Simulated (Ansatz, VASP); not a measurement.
## One calculation of Pd, two programs

```xyz
1
Lattice="0.0000 1.9578 1.9578 1.9578 0.0000 1.9578 1.9578 1.9578 0.0000" Properties=species:S:1:pos:R:3 pbc="T T T"
Pd    0.0000    0.0000    0.0000
```

Change from the starting cell: volume scaled by 1.02.

Alike in both runs: task single point; functional PBEsol; k mesh 18 × 18 × 18; occupations fermi-dirac, width 0.05 eV; no spin polarisation.

|  | VASP | Ansatz |
| --- | --- | --- |
| version | VASP 6.6.1 | Ansatz 0.2.0 |
| potentials or method | VASP PAW PBE potentials, release 64 (Pd), cutoff 520 eV | all-electron LAPW, scalar-relativistic |

Ansatz gave:

- pressure (GPa): -5.9

Estimate VASP's values.

pressure (GPa): -6.1.

VASP's potentials were made for PBE, not for PBEsol. Ansatz ran all-electron here, and VASP with PAW potentials.
